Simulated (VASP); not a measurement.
## MoS2: single point with PBE0

Crystal: MoS2.

```
CELL_PARAMETERS angstrom
3.16900 0.00000 0.00000
-1.58450 2.74443 0.00000
0.00000 0.00000 12.32400
ATOMIC_POSITIONS crystal
Mo 0.66667 0.33333 0.75000
Mo 0.33333 0.66667 0.25000
S 0.66667 0.33333 0.37700
S 0.33333 0.66667 0.87700
S 0.66667 0.33333 0.12300
S 0.33333 0.66667 0.62300
```

| Property | Result |
| --- | --- |
| Program | VASP 6.6.1 |
| Task | single point |
| Functional | PBE0 |
| Potentials or basis | VASP PAW PBE potentials, release 64 (Mo_sv, S) |
| Cutoff | 520 eV |
| k mesh | 6 × 6 × 2 |
| Occupations | gaussian, width 0.01 eV |
| Spin | no spin polarisation |
| Dipole correction | no |
| Grid for exact exchange (PRECFOCK) | Fast |
| Further INCAR settings | ALGO = Normal; EDIFF = 1e-07; NBANDS = 35 |
| Share of exact exchange | 0.25 |

```
Pressure               : -3.2 GPa
Largest force          : 0.609 eV/Å
Band gap on the k mesh : 2.15 eV (least direct gap 2.81 eV)
```

Forces in eV/Å, atoms in the order of the input:
```
Mo   0.000  0.000  0.000
Mo   0.000  0.000  0.000
S    0.000  0.000 -0.609
S    0.000  0.000 -0.609
S    0.000  0.000  0.609
S    0.000  0.000  0.609
```

Stress tensor (GPa, compression positive):
```
-3.23  0.00  0.00
 0.00 -3.23  0.00
 0.00  0.00 -3.10
```

Levels at points of the mesh, in eV from the valence-band top:
| k point | band 23 | band 24 | band 25 | band 26 | band 27 | band 28 | band 29 | band 30 |
| --- | --- | --- | --- | --- | --- | --- | --- | --- |
| (0.00, 0.00, 0.00) | -2.33 | -1.44 | -1.27 | 0.00 | 3.54 | 3.54 | 3.58 | 3.58 |
| (0.50, 0.00, 0.00) | -1.98 | -1.76 | -1.61 | -1.46 | 2.96 | 3.02 | 3.41 | 3.70 |
| (0.00, 0.00, 0.50) | -2.36 | -2.36 | -0.31 | -0.31 | 3.55 | 3.55 | 3.55 | 3.55 |
| (0.50, 0.00, 0.50) | -1.87 | -1.87 | -1.52 | -1.52 | 2.99 | 2.99 | 3.57 | 3.57 |

Wall time 16 min on 4 MPI ranks on AMD EPYC 9R45 96-Core Processor (Zen 5), with other jobs on the host, peak memory 0.26 GiB a rank.

Caveat: the cell stands under tension; the PAW data sets were made with another functional, which shifts forces and pressure a little; this functional lacks dispersion, which binds layers or chains, so the pressure and a relaxed spacing across them are unreliable. A k mesh can miss the band edges.
